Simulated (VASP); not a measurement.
# LiCl (P6_3mc) in VASP: a series of runs

The runs below take LiCl through single point, with PBE.

Program: VASP 6.6.1. These are calculated values, not measurements. Logs are shortened: lines on timing, memory, paths and dates and some standing lists are left out, and cuts for length are marked.

**1. The cell of the first run**

The structure is hexagonal, space group P6_3mc (No. 186). Conventional cell: a = 3.847 Å, b = 3.847 Å, c = 6.157 Å, α = 90.00°, β = 90.00°, γ = 120.00°. Li (site symmetry 3m) has 4 Cl at 2.34 to 2.35 Å within 3.1 Å. Cl (site symmetry 3m) has 4 Li at 2.34 to 2.35 Å within 3.1 Å.

**2. Single point, PBE (volume changed by -6%)**

File INCAR:

```
SYSTEM = LiCl
  ALGO = Normal
  EDIFF = 1E-6
  ENCUT = 520
  GGA = PE
  ISIF = 2
  ISMEAR = 0
  LASPH = .TRUE.
  LCHARG = .FALSE.
  LREAL = .FALSE.
  LWAVE = .FALSE.
  NBANDS = 18
  NELM = 100
  PREC = Accurate
  SIGMA = 0.01
```

File KPOINTS:

```
k-points
0
G
  6 6 4
  0 0 0
```

File POSCAR:

```
LiCl
1.0
    3.8466078893      0.0000000000      0.0000000000
   -1.9233039447      3.3312601505      0.0000000000
    0.0000000000      0.0000000000      6.1571033103
Li Cl
2 2
Direct
    0.3333333333      0.6666666667     -0.0029826314
    0.6666666667      0.3333333333      0.4970173686
    0.3333333333      0.6666666667      0.3779826314
    0.6666666667      0.3333333333      0.8779826314
```

Potentials or basis: VASP PAW PBE potentials, release 64 (Li_sv, Cl).

Command:

```bash
> cat potpaw_PBE.64/Li_sv/POTCAR potpaw_PBE.64/Cl/POTCAR > POTCAR
> mpirun -np 1 vasp_std > vasp.out
```

OUTCAR:

```text
SYSTEM = LiCl
   EDIFF = 1E-6
   ENCUT = 520
   GGA = PE
   ISIF = 2
   ISMEAR = 0
   LASPH = .TRUE.
   LREAL = .FALSE.
   NELM = 100
   PREC = Accurate

 ion  position               nearest neighbor table
   1  0.333  0.667  0.997-   4 2.34   4 2.34   4 2.34   3 2.35
   2  0.667  0.333  0.497-   3 2.34   3 2.34   3 2.34   4 2.35
   3  0.333  0.667  0.378-   2 2.34   2 2.34   2 2.34   1 2.35
   4  0.667  0.333  0.878-   1 2.34   1 2.34   1 2.34   2 2.35

  LATTYP: Found a hexagonal cell.
 ALAT       =     3.8466078893
 C/A-ratio  =     1.6006579011

  Lattice vectors:

 A1 = (   3.8466078893,   0.0000000000,   0.0000000000)
 A2 = (  -1.9233039447,   3.3312601505,   0.0000000000)
 A3 = (   0.0000000000,   0.0000000000,   6.1571033103)

Analysis of symmetry for initial positions (statically):
=====================================================================
 Subroutine PRICEL returns:
 Original cell was already a primitive cell.

 Routine SETGRP: Setting up the symmetry group for a
 hexagonal supercell.

 Subroutine GETGRP returns: Found 12 space group operations
 (whereof  6 operations were pure point group operations)
 out of a pool of 24 trial point group operations.

The static configuration has the point symmetry C_3v.
 The point group associated with its full space group is C_6v.

Analysis of symmetry for dynamics (positions and initial velocities):
=====================================================================
 Subroutine PRICEL returns:
 Original cell was already a primitive cell.

 Routine SETGRP: Setting up the symmetry group for a
 hexagonal supercell.

 Subroutine GETGRP returns: Found 12 space group operations
 (whereof  6 operations were pure point group operations)
 out of a pool of 24 trial point group operations.

The dynamic configuration has the point symmetry C_3v.
 The point group associated with its full space group is C_6v.

 Subroutine INISYM returns: Found 12 space group operations
 (whereof  6 operations are pure point group operations),
 and found     1 'primitive' translations

----------------------------------------------------------------------------------------

                                     Primitive cell

  volume of cell :      78.8974

  direct lattice vectors                    reciprocal lattice vectors
     3.846607889  0.000000000  0.000000000     0.259969310  0.150093351  0.000000000
    -1.923303945  3.331260150  0.000000000     0.000000000  0.300186703  0.000000000
     0.000000000  0.000000000  6.157103310     0.000000000  0.000000000  0.162414036

  length of vectors
     3.846607889  3.846607889  6.157103310     0.300186703  0.300186703  0.162414036

  position of ions in fractional coordinates (direct lattice)
     0.333333333  0.666666667  0.997017369
     0.666666667  0.333333333  0.497017369
     0.333333333  0.666666667  0.377982631
     0.666666667  0.333333333  0.877982631

  ion indices of the primitive-cell ions
   primitive index   ion index
                 1           1
                 2           2
                 3           3
                 4           4

----------------------------------------------------------------------------------------

 KPOINTS: k-points

Automatic generation of k-mesh.
 Grid dimensions read from file:
 generate k-points for:    6    6    4

 Generating k-lattice:

  Cartesian coordinates                     Fractional coordinates (reciprocal lattice)
     0.043328218  0.025015559  0.000000000     0.166666667  0.000000000  0.000000000
     0.000000000  0.050031117  0.000000000     0.000000000  0.166666667  0.000000000
     0.000000000  0.000000000  0.040603509     0.000000000  0.000000000  0.250000000

  Length of vectors
     0.050031117  0.050031117  0.040603509

  Shift w.r.t. Gamma in fractional coordinates (k-lattice)
     0.000000000  0.000000000  0.000000000

 Subroutine IBZKPT returns following result:
 ===========================================

 Found     21 irreducible k-points:

 Following reciprocal coordinates:
            Coordinates               Weight
  0.000000  0.000000  0.000000      1.000000
  0.166667  0.000000  0.000000      6.000000
  0.333333  0.000000  0.000000      6.000000
  0.500000  0.000000  0.000000      3.000000
  0.166667  0.166667  0.000000      6.000000
  0.333333  0.166667  0.000000     12.000000
[... 13 lines left out ...]
  0.333333  0.166667  0.500000     12.000000
  0.333333  0.333333  0.500000      2.000000
   k-points           NKPTS =     21   k-points in BZ     NKDIM =     21   number of bands    NBANDS=     18
   number of dos      NEDOS =    301   number of ions     NIONS =      4
   total plane-waves  NPLWV =  43200
   dimension x,y,z NGX =    30 NGY =   30 NGZ =   48
   dimension x,y,z NGXF=    60 NGYF=   60 NGZF=   96
   ions per type =               2   2
   NGX,Y,Z   is equivalent  to a cutoff of  12.97, 12.97, 12.96 a.u.
   NGXF,Y,Z  is equivalent  to a cutoff of  25.93, 25.93, 25.92 a.u.
 SYSTEM =  LiCl
   PREC   = accura    normal or accurate (medium, high low for compatibility)
   ISTART =      0    job   : 0-new  1-cont  2-samecut
   ICHARG =      2    charge: 1-file 2-atom 10-const
   ISPIN  =      1    spin polarized calculation?
   LNONCOLLINEAR =      F non collinear calculations
   LSORBIT =      F    spin-orbit coupling
   LASPH  =      T    aspherical Exc in radial PAW
   ENCUT  =  520.0 eV  38.22 Ry    6.18 a.u.   7.15  7.15 11.45*2*pi/ulx,y,z
   NELM   =    100;   NELMIN=  2; NELMDL= -5     # of ELM steps
   EDIFF  = 0.1E-05   stopping-criterion for ELM
   LREAL  =      F    real-space projection
   EDIFFG = 0.1E-04   stopping-criterion for IOM
   NSW    =      0    number of steps for IOM
   IBRION =     -1    ionic relax: 0-MD 1-quasi-New 2-CG
   NFREE  =      0    steps in history (QN), initial steepest desc. (CG)
   ISIF   =      2    stress and relaxation
   ISYM   =      2    0-nonsym 1-usesym 2-fastsym
   POTIM  = 0.5000    time-step for ionic-motion
   TEBEG  =    0.0;   TEEND  =   0.0 temperature during run
   PSTRESS=    0.0 pullay stress
   NELECT =      20.0000    total number of electrons
   NUPDOWN=      -1.0000    fix difference up-down
   EMIN   =  10.00;   EMAX   =-10.00  energy-range for DOS
   EFERMI =   0.00;   METHOD = LEGACY
   ISMEAR =     0;   SIGMA  =   0.01  broadening in eV -4-tet -1-fermi 0-gaus
   EFERMI_NEDOS =   21; number of points for ismear=-14 and -15
   IALGO  =     38    algorithm
   IMIX   =      4    mixing-type and parameters
     AMIX     =   0.40;   BMIX     =  1.00
     AMIX_MAG =   1.60;   BMIX_MAG =  1.00
  volume/ion in A,a.u.               =      19.72       133.11
  Fermi-wavevector in a.u.,A,eV,Ry     =   1.036089  1.957925 14.605597  1.073481
  Thomas-Fermi vector in A             =   2.170464
   LORBIT       =      0    0 simple, 1 ext, 2 COOP (PROOUT), +10 PAW based schemes
   GGA     = PE    functional components
   LHFCALC =     F    Hartree Fock is set to
   AEXX    =    0.0000 exact exchange contribution
   IVDW    =     0    specifies the selected vdW correction
   LEPSILON=     F    determine dielectric tensor
   LRPA    =     F    only Hartree local field effects (RPA)
 non-spin polarized calculation
 Gauss-broadening in eV      SIGMA  =   0.01
  energy-cutoff  :      520.00
  volume of cell :       78.90
 maximum number of plane-waves:      2136
 NGX is ok and might be reduce to    30
   NGX = 15   NGY = 15   NGZ = 23

 number of electron      19.9999988 magnetization

 Free energy of the ion-electron system (eV)
  ---------------------------------------------------
  ext. energy  EPLUGINS =         0.00000000
  ---------------------------------------------------
  free energy    TOTEN  =       -14.84647888 eV

  energy without entropy =      -14.84647888  energy(sigma->0) =      -14.84647888

 E-fermi :  -0.7681     XC(G=0):  -7.8622

 val. band max:       -0.8828921740   @ k =   0.0000   0.0000   0.0000
 cond. band min:       5.2698215343   @ k =   0.0000   0.0000   0.0000
 fundamental gap:      6.1527137083
 Fermi energy:        -0.7680718049

 k-point     1 :       0.0000    0.0000    0.0000
  band No.  band energies     occupation
      1     -43.7031      2.00000
      2     -43.7011      2.00000
      3     -13.7607      2.00000
      4     -13.4089      2.00000
      5      -3.1117      2.00000
      6      -1.3195      2.00000
[... 10 lines left out ...]
     17      10.1123      0.00000
     18      10.4072      0.00000

 k-point     2 :       0.1667    0.0000    0.0000
  band No.  band energies     occupation
      1     -43.7026      2.00000
      2     -43.7009      2.00000
      3     -13.6945      2.00000
      4     -13.3815      2.00000
      5      -2.9623      2.00000
      6      -1.7324      2.00000
[... 10 lines left out ...]
     17      10.3645      0.00000
     18      10.6795      0.00000

 k-point     3 :       0.3333    0.0000    0.0000
  band No.  band energies     occupation
      1     -43.7018      2.00000
      2     -43.7007      2.00000
      3     -13.5435      2.00000
      4     -13.3384      2.00000
      5      -2.7032      2.00000
      6      -2.3657      2.00000
[... 10 lines left out ...]
     17      10.9240      0.00000
     18      11.8519      0.00000

 k-point     4 :       0.5000    0.0000    0.0000
  band No.  band energies     occupation
      1     -43.7013      2.00000
      2     -43.7006      2.00000
      3     -13.4451      2.00000
      4     -13.3362      2.00000
      5      -2.9343      2.00000
      6      -2.3861      2.00000
[... 10 lines left out ...]
     17      11.1079      0.00000
     18      12.6976      0.00000

 k-point     5 :       0.1667    0.1667    0.0000
  band No.  band energies     occupation
      1     -43.7020      2.00000
      2     -43.7007      2.00000
      3     -13.5850      2.00000
      4     -13.3463      2.00000
      5      -2.7039      2.00000
      6      -2.2069      2.00000
[... 10 lines left out ...]
     17      10.7657      0.00000
     18      11.1491      0.00000

 k-point     6 :       0.3333    0.1667    0.0000
  band No.  band energies     occupation
      1     -43.7012      2.00000
      2     -43.7006      2.00000
      3     -13.4488      2.00000
      4     -13.3325      2.00000
      5      -2.7958      2.00000
      6      -2.3612      2.00000
[... 10 lines left out ...]
     17      11.0083      0.00000
     18      11.8486      0.00000

 k-point     7 :       0.3333    0.3333    0.0000
  band No.  band energies     occupation
      1     -43.7008      2.00000
      2     -43.7008      2.00000
      3     -13.3650      2.00000
      4     -13.3650      2.00000
      5      -2.8374      2.00000
      6      -2.1948      2.00000
[... 10 lines left out ...]
     17      11.5902      0.00000
     18      11.7285      0.00000

 k-point     8 :       0.0000    0.0000    0.2500
  band No.  band energies     occupation
      1     -43.7027      2.00000
      2     -43.7014      2.00000
      3     -13.7129      2.00000
      4     -13.4645      2.00000
      5      -2.8366      2.00000
      6      -1.2848      2.00000
[... 10 lines left out ...]
     17       9.8072      0.00000
     18      10.0023      0.00000
[... 166 lines left out ...]
     17      10.1202      0.00000
     18      10.1202      0.00000

 k-point    17 :       0.3333    0.0000    0.5000
  band No.  band energies     occupation
      1     -43.7012      2.00000
      2     -43.7012      2.00000
      3     -13.4438      2.00000
      4     -13.4438      2.00000
      5      -2.6101      2.00000
      6      -2.6101      2.00000
[... 10 lines left out ...]
     17      10.7874      0.00000
     18      10.7874      0.00000

 k-point    18 :       0.5000    0.0000    0.5000
  band No.  band energies     occupation
      1     -43.7009      2.00000
      2     -43.7009      2.00000
      3     -13.3917      2.00000
      4     -13.3917      2.00000
      5      -2.8785      2.00000
      6      -2.8785      2.00000
[... 10 lines left out ...]
     17      11.1858      0.00000
     18      11.1858      0.00000

 k-point    19 :       0.1667    0.1667    0.5000
  band No.  band energies     occupation
      1     -43.7013      2.00000
      2     -43.7013      2.00000
      3     -13.4694      2.00000
      4     -13.4694      2.00000
      5      -2.4281      2.00000
      6      -2.4281      2.00000
[... 10 lines left out ...]
     17      10.7093      0.00000
     18      10.7093      0.00000

 k-point    20 :       0.3333    0.1667    0.5000
  band No.  band energies     occupation
      1     -43.7009      2.00000
      2     -43.7009      2.00000
      3     -13.3918      2.00000
      4     -13.3918      2.00000
      5      -2.7231      2.00000
      6      -2.7231      2.00000
[... 10 lines left out ...]
     17      11.4780      0.00000
     18      11.4780      0.00000

 k-point    21 :       0.3333    0.3333    0.5000
  band No.  band energies     occupation
      1     -43.7008      2.00000
      2     -43.7008      2.00000
      3     -13.3653      2.00000
      4     -13.3653      2.00000
      5      -2.5090      2.00000
      6      -2.5090      2.00000
[... 10 lines left out ...]
     17      11.6088      0.00000
     18      11.6088      0.00000

------------------------ aborting loop because EDIFF is reached ----------------------------------------

  FORCE on cell =-STRESS in cart. coord.  units (eV):
  Direction    XX          YY          ZZ          XY          YZ          ZX
  --------------------------------------------------------------------------------------
  -------------------------------------------------------------------------------------
  Total        0.8123841      0.8123841      0.7897735     -0.0000000      0.0000000      0.0000000
  in kB       16.4971557     16.4971557     16.0380009     -0.0000000      0.0000000      0.0000000
  external PRESSURE =      16.3441041 kB  Pullay stress =       0.0000000 kB

 VOLUME and BASIS-vectors are now :
 -----------------------------------------------------------------------------
  energy-cutoff  :      520.00
  volume of cell :       78.90
      direct lattice vectors                 reciprocal lattice vectors
     3.846607889  0.000000000  0.000000000     0.259969310  0.150093351  0.000000000
    -1.923303945  3.331260150  0.000000000     0.000000000  0.300186703  0.000000000
     0.000000000  0.000000000  6.157103310     0.000000000  0.000000000  0.162414036

 POSITION                                       TOTAL-FORCE (eV/Angst)
 -----------------------------------------------------------------------------------
     -0.00000      2.22084      6.13874        -0.000000      0.000000     -0.001581
      1.92330      1.11042      3.06019        -0.000000     -0.000000     -0.001581
     -0.00000      2.22084      2.32728         0.000000     -0.000000      0.001581
      1.92330      1.11042      5.40583         0.000000     -0.000000      0.001581
 -----------------------------------------------------------------------------------
    total drift:                                0.000000      0.000001      0.000285

  FREE ENERGIE OF THE ION-ELECTRON SYSTEM (eV)
  ---------------------------------------------------
  free  energy   TOTEN  =       -14.8464788845 eV

  energy  without entropy=      -14.8464788845  energy(sigma->0) =      -14.84647888
```

Wall time 13 s (1 thread of Intel Xeon 6975P-C (Granite Rapids), shared host); peak memory 0.19 GiB.

Results:

| Quantity | Value |
| --- | --- |
| Free energy | -14.8465 eV |
| Band gap on the k mesh | 6.15 eV, direct |

Levels at points of the mesh, in eV from the valence-band top:
```tsv
k point	band 6	band 7	band 8	band 9	band 10	band 11	band 12	band 13	band 14	band 15
(0.00, 0.00, 0.00)	-0.44	-0.44	-0.08	-0.08	0.00	6.15	8.36	10.01	10.01	10.53
(0.50, 0.00, 0.00)	-1.50	-1.25	-1.00	-0.64	-0.38	7.89	8.02	9.28	10.36	10.79
(0.00, 0.00, 0.50)	-1.24	-0.26	-0.26	-0.26	-0.26	7.48	7.48	10.23	10.23	10.23
(0.50, 0.00, 0.50)	-2.00	-0.71	-0.71	-0.64	-0.64	7.42	7.42	10.00	10.00	11.86
```

Caveat: the cell differs from its parent crystal (volume changed by -6%); the cutoff is under 1.25 times the usual one of these potentials, so pressure, stress and relaxed cells hold a basis-set (Pulay) error. A k mesh can miss the band edges.

**3. Single point, PBE (volume changed by -3%)**

File INCAR:

```
  PREC = Accurate
  ENCUT = 520
  EDIFF = 1E-6
  ISMEAR = 0
  SIGMA = 0.01
  LREAL = False
  LASPH = True
  NELM = 80
  ALGO = Normal
  ISIF = 2
  LWAVE = False
  LCHARG = False
  GGA = PE
  NBANDS = 18
```

File KPOINTS:

```
Automatic mesh
0
Gamma
  6 6 4
```

File POSCAR:

```
LiCl
1.0
    3.8871014744      0.0000000000      0.0000000000
   -1.9435507372      3.3663286239      0.0000000000
    0.0000000000      0.0000000000      6.2219196873
Li Cl
2 2
Direct
    0.3333333333      0.6666666667     -0.0029826314
    0.6666666667      0.3333333333      0.4970173686
    0.3333333333      0.6666666667      0.3779826314
    0.6666666667      0.3333333333      0.8779826314
```

Potentials or basis: VASP PAW PBE potentials, release 64 (Li_sv, Cl).

Command:

```bash
> cat potpaw_PBE.64/Li_sv/POTCAR potpaw_PBE.64/Cl/POTCAR > POTCAR
> mpirun -np 1 vasp_std > vasp.out
```

It took 13 s on 1 thread of Intel Xeon 6975P-C (Granite Rapids), shared host; peak memory 0.19 GiB.

It converged, with:

* Free energy: -14.8662 eV
* Band gap on the k mesh: 6.04 eV, direct

Levels at points of the mesh, in eV from the valence-band top:
| k point | band 6 | band 7 | band 8 | band 9 | band 10 | band 11 | band 12 | band 13 | band 14 | band 15 |
| --- | --- | --- | --- | --- | --- | --- | --- | --- | --- | --- |
| (0.00, 0.00, 0.00) | -0.41 | -0.41 | -0.08 | -0.08 | 0.00 | 6.04 | 8.26 | 9.98 | 9.98 | 10.49 |
| (0.50, 0.00, 0.00) | -1.43 | -1.19 | -0.95 | -0.61 | -0.36 | 7.86 | 7.99 | 9.17 | 10.32 | 10.65 |
| (0.00, 0.00, 0.50) | -1.18 | -0.25 | -0.25 | -0.25 | -0.25 | 7.36 | 7.36 | 10.19 | 10.19 | 10.19 |
| (0.50, 0.00, 0.50) | -1.90 | -0.67 | -0.67 | -0.61 | -0.61 | 7.40 | 7.40 | 9.95 | 9.95 | 11.77 |

Caveat: the cell differs from its parent crystal (volume changed by -3%); the cutoff is under 1.25 times the usual one of these potentials, so pressure, stress and relaxed cells hold a basis-set (Pulay) error. A k mesh can miss the band edges.

**4. Single point, PBE**

This run uses another cell than the first one, of 20.98 Å³/atom, 1.064 times its volume.

File INCAR:

```
SYSTEM = LiCl
PREC = Accurate
ENCUT = 520
EDIFF = 1E-6
ISMEAR = 0
SIGMA = 0.01
LREAL = .FALSE.
LASPH = .TRUE.
NELM = 80
ALGO = Normal
ISIF = 2
LWAVE = .FALSE.
LCHARG = .FALSE.
GGA = PE
NBANDS = 18
```

File KPOINTS:

```
Automatic mesh
0
G
  6 6 4
  0 0 0
```

File POSCAR:

```
LiCl
1.0
    3.9267685149      0.0000000000      0.0000000000
   -1.9633842575      3.4006812887      0.0000000000
    0.0000000000      0.0000000000      6.2854130490
Li Cl
2 2
Direct
    0.3333333333      0.6666666667     -0.0029826314
    0.6666666667      0.3333333333      0.4970173686
    0.3333333333      0.6666666667      0.3779826314
    0.6666666667      0.3333333333      0.8779826314
```

Command:

```bash
> cat potpaw_PBE.64/Li_sv/POTCAR potpaw_PBE.64/Cl/POTCAR > POTCAR
> mpirun -np 1 vasp_std > vasp.out
```

Run time: 14 s. Hardware: 1 thread of Intel Xeon 6975P-C (Granite Rapids), shared host; peak memory 0.19 GiB.

Results (log left out):

```
Free energy            : -14.8725 eV
Band gap on the k mesh : 5.94 eV, direct
```

Levels at points of the mesh, in eV from the valence-band top:
```csv
k point,band 7,band 8,band 9,band 10,band 11,band 12,band 13,band 14
"(0.00, 0.00, 0.00)",-0.39,-0.08,-0.08,0.00,5.94,8.17,9.94,9.94
"(0.50, 0.00, 0.00)",-1.13,-0.90,-0.58,-0.34,7.84,7.97,9.07,10.29
"(0.00, 0.00, 0.50)",-0.24,-0.24,-0.24,-0.24,7.24,7.24,10.15,10.15
"(0.50, 0.00, 0.50)",-0.64,-0.64,-0.58,-0.58,7.38,7.38,9.90,9.90
```

Caveat: the cutoff is under 1.25 times the usual one of these potentials, so pressure, stress and relaxed cells hold a basis-set (Pulay) error. Expect the measured gap to be larger: semilocal functionals such as PBE lack the derivative discontinuity.

[end of part 1 of 2]
